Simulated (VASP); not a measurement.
# SnTe3 (Fm-3m) in VASP: notebook, part 3 of 3

VASP 6.6.1. The steps go on from the part before.

### Step 5. Single point, PBEsol (volume scaled by 1.06)

INCAR

```
SYSTEM = SnTe3
  PREC = Accurate
  ENCUT = 520
  EDIFF = 1E-6
  ISMEAR = -1
  SIGMA = 0.05
  LREAL = .FALSE.
  LASPH = .TRUE.
  NELM = 60
  ALGO = Normal
  ISIF = 2
  LWAVE = .FALSE.
  LCHARG = .TRUE.
  GGA = PS
  LELF = .TRUE.
  LVHAR = .TRUE.
  NBANDS = 24
```

KPOINTS

```
Automatic mesh
0
G
  6 6 6
  0 0 0
```

POSCAR

```
SnTe3
1.0
    0.0000000000      3.9369484026      3.9369484026
    3.9369484026      0.0000000000      3.9369484026
    3.9369484026      3.9369484026      0.0000000000
Te Sn
3 1
Direct
    0.5000000000      0.5000000000      0.5000000000
    0.7500000000      0.7500000000      0.7500000000
    0.2500000000      0.2500000000      0.2500000000
    0.0000000000      0.0000000000      0.0000000000
```

Potentials or basis: VASP PAW PBE potentials, release 64 (Te, Sn_d).

On the command line:

```
> cat potpaw_PBE.64/Te/POTCAR potpaw_PBE.64/Sn_d/POTCAR > POTCAR
> mpirun -np 1 vasp_std > vasp.out
```

OUTCAR:

```text
SYSTEM = SnTe3
   PREC = Accurate
   ENCUT = 520
   EDIFF = 1E-6
   ISMEAR = -1
   LREAL = .FALSE.
   LASPH = .TRUE.
   NELM = 60
   ISIF = 2
   GGA = PS

 ion  position               nearest neighbor table
   1  0.500  0.500  0.500-   3 3.41   3 3.41   3 3.41   2 3.41   2 3.41   2 3.41   3 3.41   2 3.41

   2  0.750  0.750  0.750-   1 3.41   1 3.41   1 3.41   4 3.41   4 3.41   4 3.41   4 3.41   1 3.41

   3  0.250  0.250  0.250-   4 3.41   4 3.41   4 3.41   1 3.41   1 3.41   1 3.41   4 3.41   1 3.41

   4  0.000  0.000  0.000-   2 3.41   2 3.41   2 3.41   3 3.41   3 3.41   3 3.41   3 3.41   2 3.41

  LATTYP: Found a face centered cubic cell.
 ALAT       =     7.8738968052

  Lattice vectors:

 A1 = (   0.0000000000,   3.9369484026,   3.9369484026)
 A2 = (   3.9369484026,   0.0000000000,   3.9369484026)
 A3 = (   3.9369484026,   3.9369484026,   0.0000000000)

Analysis of symmetry for initial positions (statically):
=====================================================================
 Subroutine PRICEL returns:
 Original cell was already a primitive cell.

 Routine SETGRP: Setting up the symmetry group for a
 face centered cubic supercell.

 Subroutine GETGRP returns: Found 48 space group operations
 (whereof 48 operations were pure point group operations)
 out of a pool of 48 trial point group operations.

The static configuration has the point symmetry O_h .

Analysis of symmetry for dynamics (positions and initial velocities):
=====================================================================
 Subroutine PRICEL returns:
 Original cell was already a primitive cell.

 Routine SETGRP: Setting up the symmetry group for a
 face centered cubic supercell.

 Subroutine GETGRP returns: Found 48 space group operations
 (whereof 48 operations were pure point group operations)
 out of a pool of 48 trial point group operations.

The dynamic configuration has the point symmetry O_h .

 Subroutine INISYM returns: Found 48 space group operations
 (whereof 48 operations are pure point group operations),
 and found     1 'primitive' translations

----------------------------------------------------------------------------------------

                                     Primitive cell

  volume of cell :     122.0420

  direct lattice vectors                    reciprocal lattice vectors
     0.000000000  3.936948403  3.936948403    -0.127001918  0.127001918  0.127001918
     3.936948403  0.000000000  3.936948403     0.127001918 -0.127001918  0.127001918
     3.936948403  3.936948403  0.000000000     0.127001918  0.127001918 -0.127001918

  length of vectors
     5.567685825  5.567685825  5.567685825     0.219973775  0.219973775  0.219973775

  position of ions in fractional coordinates (direct lattice)
     0.500000000  0.500000000  0.500000000
     0.750000000  0.750000000  0.750000000
     0.250000000  0.250000000  0.250000000
     0.000000000  0.000000000  0.000000000

  ion indices of the primitive-cell ions
   primitive index   ion index
                 1           1
                 2           2
                 3           3
                 4           4

----------------------------------------------------------------------------------------

 KPOINTS: Automatic mesh

Automatic generation of k-mesh.
 Grid dimensions read from file:
 generate k-points for:    6    6    6

 Generating k-lattice:

  Cartesian coordinates                     Fractional coordinates (reciprocal lattice)
    -0.021166986  0.021166986  0.021166986     0.166666667  0.000000000  0.000000000
     0.021166986 -0.021166986  0.021166986     0.000000000  0.166666667  0.000000000
     0.021166986  0.021166986 -0.021166986     0.000000000  0.000000000  0.166666667

  Length of vectors
     0.036662296  0.036662296  0.036662296

  Shift w.r.t. Gamma in fractional coordinates (k-lattice)
     0.000000000  0.000000000  0.000000000

 Subroutine IBZKPT returns following result:
 ===========================================

 Found     16 irreducible k-points:

 Following reciprocal coordinates:
            Coordinates               Weight
  0.000000  0.000000  0.000000      1.000000
  0.166667  0.000000  0.000000      8.000000
  0.333333  0.000000  0.000000      8.000000
  0.500000  0.000000  0.000000      4.000000
  0.166667  0.166667  0.000000      6.000000
  0.333333  0.166667  0.000000     24.000000
[... 8 lines left out ...]
 -0.333333  0.333333  0.166667     24.000000
 -0.333333  0.500000  0.166667     12.000000
   k-points           NKPTS =     16   k-points in BZ     NKDIM =     16   number of bands    NBANDS=     24
   number of dos      NEDOS =    301   number of ions     NIONS =      4
   total plane-waves  NPLWV =  74088
   dimension x,y,z NGX =    42 NGY =   42 NGZ =   42
   dimension x,y,z NGXF=    84 NGYF=   84 NGZF=   84
   ions per type =               3   1
   NGX,Y,Z   is equivalent  to a cutoff of  12.54, 12.54, 12.54 a.u.
   NGXF,Y,Z  is equivalent  to a cutoff of  25.08, 25.08, 25.08 a.u.
 SYSTEM =  SnTe3
   PREC   = accura    normal or accurate (medium, high low for compatibility)
   ISTART =      0    job   : 0-new  1-cont  2-samecut
   ICHARG =      2    charge: 1-file 2-atom 10-const
   ISPIN  =      1    spin polarized calculation?
   LNONCOLLINEAR =      F non collinear calculations
   LSORBIT =      F    spin-orbit coupling
   LASPH  =      T    aspherical Exc in radial PAW
   ENCUT  =  520.0 eV  38.22 Ry    6.18 a.u.  10.35 10.35 10.35*2*pi/ulx,y,z
   NELM   =     60;   NELMIN=  2; NELMDL= -5     # of ELM steps
   EDIFF  = 0.1E-05   stopping-criterion for ELM
   LREAL  =      F    real-space projection
   EDIFFG = 0.1E-04   stopping-criterion for IOM
   NSW    =      0    number of steps for IOM
   IBRION =     -1    ionic relax: 0-MD 1-quasi-New 2-CG
   NFREE  =      0    steps in history (QN), initial steepest desc. (CG)
   ISIF   =      2    stress and relaxation
   ISYM   =      2    0-nonsym 1-usesym 2-fastsym
   POTIM  = 0.5000    time-step for ionic-motion
   TEBEG  =    0.0;   TEEND  =   0.0 temperature during run
   PSTRESS=    0.0 pullay stress
   NELECT =      32.0000    total number of electrons
   NUPDOWN=      -1.0000    fix difference up-down
   EMIN   =  10.00;   EMAX   =-10.00  energy-range for DOS
   EFERMI =   0.00;   METHOD = LEGACY
   ISMEAR =    -1;   SIGMA  =   0.05  broadening in eV -4-tet -1-fermi 0-gaus
   EFERMI_NEDOS =   21; number of points for ismear=-14 and -15
   IALGO  =     38    algorithm
   IMIX   =      4    mixing-type and parameters
     AMIX     =   0.40;   BMIX     =  1.00
     AMIX_MAG =   1.60;   BMIX_MAG =  1.00
  volume/ion in A,a.u.               =      30.51       205.89
  Fermi-wavevector in a.u.,A,eV,Ry     =   1.047824  1.980101 14.938321  1.097936
  Thomas-Fermi vector in A             =   2.182720
   LORBIT       =      0    0 simple, 1 ext, 2 COOP (PROOUT), +10 PAW based schemes
   GGA     = PS    functional components
   LHFCALC =     F    Hartree Fock is set to
   AEXX    =    0.0000 exact exchange contribution
   IVDW    =     0    specifies the selected vdW correction
   LEPSILON=     F    determine dielectric tensor
   LRPA    =     F    only Hartree local field effects (RPA)
 non-spin polarized calculation
  energy-cutoff  :      520.00
  volume of cell :      122.04
 maximum number of plane-waves:      3306
 NGX is ok and might be reduce to    42
   NGX = 21   NGY = 21   NGZ = 21

 number of electron      32.0000007 magnetization

 Free energy of the ion-electron system (eV)
  ---------------------------------------------------
  ext. energy  EPLUGINS =         0.00000000
  ---------------------------------------------------
  free energy    TOTEN  =       -14.20023077 eV

  energy without entropy =      -14.17094228  energy(sigma->0) =      -14.18558652

 E-fermi :   6.7971     XC(G=0):  -9.8985

 val. band max:        6.7615406535   @ k =   0.3333   0.0000   0.0000
 cond. band min:       6.8485405934   @ k =   0.5000   0.5000   0.0000
 fundamental gap:      0.0869999399
 Fermi energy:         6.7970786589

 k-point     1 :       0.0000    0.0000    0.0000
  band No.  band energies     occupation
      1     -14.6914      2.00000
      2     -14.6914      2.00000
      3     -14.6914      2.00000
      4     -14.6894      2.00000
      5     -14.6894      2.00000
      6      -6.2385      2.00000
[... 421 lines left out ...]
     23      13.1077      0.00000
     24      13.3600      0.00000

------------------------ aborting loop because EDIFF is reached ----------------------------------------

  FORCE on cell =-STRESS in cart. coord.  units (eV):
  Direction    XX          YY          ZZ          XY          YZ          ZX
  --------------------------------------------------------------------------------------
  -------------------------------------------------------------------------------------
  Total       -3.8688462     -3.8688462     -3.8688462     -0.0000000     -0.0000000      0.0000000
  in kB      -50.7905459    -50.7905459    -50.7905459     -0.0000000     -0.0000000      0.0000000
  external PRESSURE =     -50.7905459 kB  Pullay stress =       0.0000000 kB

 VOLUME and BASIS-vectors are now :
 -----------------------------------------------------------------------------
  energy-cutoff  :      520.00
  volume of cell :      122.04
      direct lattice vectors                 reciprocal lattice vectors
     0.000000000  3.936948403  3.936948403    -0.127001918  0.127001918  0.127001918
     3.936948403  0.000000000  3.936948403     0.127001918 -0.127001918  0.127001918
     3.936948403  3.936948403  0.000000000     0.127001918  0.127001918 -0.127001918

 POSITION                                       TOTAL-FORCE (eV/Angst)
 -----------------------------------------------------------------------------------
      3.93695      3.93695      3.93695        -0.000000     -0.000000      0.000000
      5.90542      5.90542      5.90542         0.000000      0.000000      0.000000
      1.96847      1.96847      1.96847        -0.000000     -0.000000     -0.000000
      0.00000      0.00000      0.00000        -0.000000     -0.000000      0.000000
 -----------------------------------------------------------------------------------
    total drift:                               -0.000000      0.000000      0.000000

  FREE ENERGIE OF THE ION-ELECTRON SYSTEM (eV)
  ---------------------------------------------------
  free  energy   TOTEN  =       -14.2002307665 eV

  energy  without entropy=      -14.1709422773  energy(sigma->0) =      -14.18558652
```

It took 25 s on 1 thread of Intel Xeon 6975P-C (Granite Rapids), shared host; peak memory 0.26 GiB.

What came out:

- Free energy: -14.2002 eV
- Pressure: -5.1 GPa
- Band gap on the k mesh: zero (band 16 reaches 7.20 eV, above the bottom of band 17 at 5.15 eV)

Caveat: the cell differs from its parent crystal (volume scaled by 1.06); the PAW data sets were made with another functional, which shifts forces and pressure a little; spin-orbit coupling is left out, which moves the levels of the heavy elements.

### Step 6. Single point, PBE, non-collinear spin, zero start, spin-orbit coupling

This run uses another cell than the first one, of 28.78 Å³/atom, 1.020 times its volume.

INCAR

```
PREC = Accurate ; ENCUT = 520
EDIFF = 1E-6 ; ISMEAR = 1
SIGMA = 0.1 ; LREAL = F
LASPH = T ; NELM = 150
ALGO = Normal ; ISIF = 2
LWAVE = F ; LCHARG = F
MAGMOM = 0 0 0 0 0 0 0 0 0 0 0 0 ; LORBIT = 11
LSORBIT = T ; GGA_COMPAT = F
LORBMOM = T ; GGA = PE
NBANDS = 46
```

KPOINTS

```
regular mesh
0
Gamma
  5 5 5
```

POSCAR

```
SnTe3
1.0
    0.0000000000      3.8612190000      3.8612190000
    3.8612190000      0.0000000000      3.8612190000
    3.8612190000      3.8612190000      0.0000000000
Te Sn
3 1
Direct
    0.5000000000      0.5000000000      0.5000000000
    0.7500000000      0.7500000000      0.7500000000
    0.2500000000      0.2500000000      0.2500000000
    0.0000000000      0.0000000000      0.0000000000
```

Potentials or basis: VASP PAW PBE potentials, release 64 (Te, Sn_d).

On the command line:

```
> cat potpaw_PBE.64/Te/POTCAR potpaw_PBE.64/Sn_d/POTCAR > POTCAR
> mpirun -np 1 vasp_ncl > vasp.out
```

Wall time 1.7 min (1 thread of Intel Xeon 6975P-C (Granite Rapids), shared host); peak memory 0.57 GiB.

The run converged. Its results:

```yaml
Free_energy: -12.9918 eV
Pressure: 0.5 GPa
Net_moment: 0.00 μB per cell
Valence_electrons_inside_the_program's_atomic_spheres: Te 3.23, 3.28; Sn 12.03
```

Moments on the atoms (μB; x, y, z):
```
Te  0.00 0.00 0.00
Te  0.00 0.00 0.00
Te  0.00 0.00 0.00
Sn  0.00 0.00 0.00
```

Caveat: this odd mesh misses L, where the gap lies, so gap, dielectric constants and Born charges aren't listed.

### Step 7. The runs side by side

```csv
level,spin,cell,k mesh,smearing,gap on the mesh (eV),pressure (GPa)
PBEsol,off,"a = 5.424 Å, angles 60.0°, 4 atoms",6 × 6 × 6,fermi-dirac 0.05 eV,none,-1.9
PBEsol,off,"a = 5.497 Å, angles 60.0°, 4 atoms",6 × 6 × 6,fermi-dirac 0.05 eV,none,-3.7
PBEsol,off,"a = 5.532 Å, angles 60.0°, 4 atoms",6 × 6 × 6,fermi-dirac 0.05 eV,none,-4.4
PBEsol,off,"a = 5.568 Å, angles 60.0°, 4 atoms",6 × 6 × 6,fermi-dirac 0.05 eV,none,-5.1
PBE,"non-collinear, zero start, SOC","a = 5.461 Å, angles 60.0°, 4 atoms",5 × 5 × 5,methfessel-paxton 0.1 eV,-,0.5
```

Alike in all rows: task single point; potentials or basis VASP PAW PBE potentials, release 64 (Te, Sn_d); cutoff (eV) 520.

Caveats: the PAW data sets were made with another functional, which shifts forces and pressure a little (some runs); spin-orbit coupling is left out, which moves the levels of the heavy elements (some runs).

Total energies depend on the potentials used, so only differences within one code and one set of settings carry meaning.
